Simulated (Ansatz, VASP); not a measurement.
C: VASP beside Ansatz

```
C
1.0
     0.00000    2.14827    3.34800
     1.24028    0.00000    3.34800
     1.24028    2.14827    0.00000
C
2
Direct
  0.16667 0.83333 0.16667
  0.83333 0.16667 0.83333
```

Change from the starting cell: equal xx and yy strain of +1 %.

Alike in both runs: task single point; functional PBE; k mesh 18 × 18 × 18; occupations fermi-dirac, width 0.05 eV; no spin polarisation.

|  | VASP | Ansatz |
| --- | --- | --- |
| version | VASP 6.6.1 | Ansatz 0.2.0 |
| potentials or method | VASP PAW PBE potentials, release 64 (C), cutoff 520 eV | all-electron LAPW, scalar-relativistic |

Ansatz gave:

| Property | Result |
| --- | --- |
| pressure (GPa) | -3.6 |
| traceless stress, the component that is largest in VASP (GPa) | 7.60 |

Question: What did VASP give for the same quantities?

Answer: Pressure (GPa): -3.1; traceless stress, the component that is largest in VASP (GPa): 7.02.

Ansatz ran all-electron here, and VASP with PAW potentials.
